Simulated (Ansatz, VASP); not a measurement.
## W in VASP and in Ansatz

INCAR

```
SYSTEM = W
PREC = Accurate
ENCUT = 500
EDIFF = 1E-6
ISMEAR = 0
SIGMA = 0.15
LREAL = .FALSE.
LASPH = .TRUE.
NELM = 120
ALGO = Normal
ISIF = 2
LWAVE = .FALSE.
LCHARG = .TRUE.
GGA = CA
LELF = .TRUE.
LVHAR = .TRUE.
NBANDS = 21
GGA_COMPAT = .FALSE.
```

File KPOINTS:

```
Automatic mesh
0
G
  16 16 12
  0 0 0
```

File POSCAR:

```
W
1.0
    0.0000000000     -1.9864787844     -1.9864787844
    0.0000000000      1.9864787844     -1.9864787844
    3.9729575688      0.0000000000      0.0000000000
W
2
Direct
    0.5406749876      0.4593250124      0.5000000000
   -0.0406749876      0.0406749876      0.0000000000
```

Input for Ansatz:

```yaml
crystal:
  lattice:
    - [0.0, -1.9864787844, -1.9864787844]
    - [0.0, 1.9864787844, -1.9864787844]
    - [3.9729575688, 0.0, 0.0]
  atoms:
    - { symbol: W, position: [0.5406749876, 0.4593250124, 0.5] }
    - { symbol: W, position: [-0.0406749876, 0.0406749876, 0.0] }
basis:
  ecutwfc: 420
kpoints:
  mp_grid: { grid: [16, 16, 12] }
hamiltonian:
  xc: lda
  pseudopotentials: { kind: paw, azcp: { folder: soft_1 } }
scf:
  occupations: { method: gaussian, width: 0.15 }
output:
  forces: true
  stress: true
  eigenvalues: true
```

Change from the starting cell: mode 4 frozen in at -0.162 Å and mode 6 at +0.000 Å (largest displacements).

Alike in both runs: task single point; functional LDA; k mesh 16 × 16 × 12; occupations gaussian, width 0.15 eV; no spin polarisation.

|  | VASP | Ansatz |
| --- | --- | --- |
| version | VASP 6.6.1 | Ansatz 0.2.0 |
| potentials or method | VASP PAW LDA potentials, release 64 (W_sv), cutoff 500 eV | scalar-relativistic, plane waves, PAW |
| valence electrons in the cell | 28 | 28 |

|  | VASP | Ansatz | Ansatz less VASP |
| --- | --- | --- | --- |
| gap on the k mesh at the Fermi level (eV) | none | none | - |
| pressure (GPa) | 8.0 | 6.1 | -1.84 |
| traceless stress, the component that is largest in VASP (GPa) | -7.13 | -7.15 | -0.023 |
| rms of the force components (eV/Å) | 0.717 | 0.692 | -0.0255 |

Ansatz warns that its potentials were made for another functional, while VASP's fit it. LDA's correlation is that of Perdew and Zunger in VASP and of Perdew and Wang (1992) in Ansatz. Atom by atom the forces differ by 0.025 eV/Å (rms over components). A gap of «none» marks a metal or a gap that the smearing closes.

Spin-orbit coupling is off throughout.
